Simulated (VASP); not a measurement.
YZn, 2 atoms in the cell. It takes space group Pm-3m (No. 221, cubic). Conventional cell: a = 3.560 Å, b = 3.560 Å, c = 3.560 Å, α = 90.00°, β = 90.00°, γ = 90.00°. Y (site symmetry m-3m) has 8 Zn at 3.08 Å and 6 Y at 3.56 Å within 4.1 Å. Zn (site symmetry m-3m) has 8 Y at 3.08 Å and 6 Zn at 3.56 Å within 4.1 Å. 

```yaml
Program: VASP 6.6.1
Task: single point
Functional: r2SCAN
Potentials_or_basis: VASP PAW PBE potentials, release 64 (Y_sv, Zn)
Cutoff: 520 eV
k_mesh: 6 × 6 × 6
Occupations: gaussian, width 0.1 eV
Spin: no spin polarisation
Dipole_correction: no
Further_INCAR_settings: ALGO = Normal; EDIFF = 1e-06; NBANDS = 18
```

Potentials or basis: VASP PAW PBE potentials, release 64 (Y_sv, Zn).

Run with:

```console
$ cat potpaw_PBE.64/Y_sv/POTCAR potpaw_PBE.64/Zn/POTCAR > POTCAR
$ cp INCAR.step1 INCAR
$ mpirun -np 1 vasp_std > vasp.out
$ cp INCAR.step2 INCAR
$ mpirun -np 1 vasp_std > vasp.out
```

Hardware: 1 thread of Intel Xeon 8259CL, on a shared host.

Problem. How long does it take, and how much memory?

Solution. Run time: 110 s on 1 thread of Intel Xeon 8259CL (shared host), peak memory 0.19 GiB. Counts: k points 20.
